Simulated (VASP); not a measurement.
Here is a VASP 6.6.1 calculation.

The input INCAR:

```
SYSTEM = Bi
ALGO = Normal
EDIFF = 1E-6
ENCUT = 520
GGA = PE
ISIF = 2
ISMEAR = -1
LASPH = .True.
LCHARG = .False.
LREAL = .False.
LWAVE = .False.
NBANDS = 22
NELM = 80
PREC = Accurate
SIGMA = 0.1
```

The input KPOINTS:

```
k-points
0
Gamma
  6 6 6
  0 0 0
```

Contents of POSCAR:

```
Bi
1.0
    0.0000000000      3.6450526330      3.6450526330
    3.6450526330      0.0000000000      3.6450526330
    3.6450526330      3.6450526330      0.0000000000
Bi
2
Direct
    0.0000000000      0.0000000000      0.0000000000
    0.2500000000      0.2500000000      0.2500000000
```

Potentials or basis: VASP PAW PBE potentials, release 64 (Bi_d).

Command:

```bash
$ cat potpaw_PBE.64/Bi_d/POTCAR > POTCAR
$ mpirun -np 1 vasp_std > vasp.out
```

(1) Predict the pressure.

(2) What does it give for the band gap on the k mesh?

Answers

(1) 0.0 GPa.

(2) zero (band 15 reaches 3.81 eV, above the bottom of band 16 at 3.14 eV).

Caveat: spin-orbit coupling is left out, which moves the levels of the heavy elements.
